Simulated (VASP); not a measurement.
**Sb: single point with RPBE+D4**

Sb:

```
CELL_PARAMETERS angstrom
2.13974 1.23538 3.73278
-2.13974 1.23538 3.73278
0.00000 -2.47076 3.73278
ATOMIC_POSITIONS crystal
Sb 0.76651 0.76651 0.76651
Sb 0.23349 0.23349 0.23349
```

```json
{
  "Program": "VASP 6.6.1",
  "Task": "single point",
  "Functional": "RPBE",
  "Dispersion": "D4",
  "Potentials or basis": "VASP PAW PBE potentials, release 64 (Sb)",
  "Cutoff": "520 eV",
  "k mesh": "8 × 8 × 8",
  "Occupations": "fermi-dirac, width 0.05 eV",
  "Spin": "no spin polarisation"
}
```

- Pressure: -0.1 GPa
- Largest force: 0.376 eV/Å
- Band gap on the k mesh: zero (band 5 reaches 7.76 eV, above the bottom of band 6 at 7.47 eV)
- Dispersion energy per atom: -0.956 eV

Forces in eV/Å, atoms in the order of the input:
```
Sb   0.000  0.000 -0.376
Sb   0.000  0.000  0.376
```

Stress tensor (GPa, compression positive):
```
 0.21  0.00  0.00
 0.00  0.21  0.00
 0.00  0.00 -0.68
```

Levels at points of the mesh, in eV from the Fermi level:
```
           k point  band 2  band 3  band 4  band 5  band 6  band 7  band 8  band 9
(0.00, 0.00, 0.00)   -4.76   -2.24   -1.96   -1.96    1.95    2.62    2.62    4.94
(0.50, 0.00, 0.00)   -9.83   -2.12   -1.99   -0.41   -0.29    0.10    0.38    7.51
(0.50, 0.50, 0.00)   -8.13   -5.65   -3.97   -3.88    1.36    4.95    5.53    7.04
(0.50, 0.50, 0.50)   -9.16   -1.48   -1.48   -0.54    0.00    0.00    1.09    6.96
```

Run time: 16 s on 1 thread of Intel(R) Xeon(R) 6975P-C (Granite Rapids) (shared host), peak memory 0.22 GiB.

Caveat: the PAW data sets were made with another functional, which shifts forces and pressure a little; spin-orbit coupling is left out, which moves the levels of the heavy elements; pairwise dispersion overbinds metals, which lowers pressure and volume.
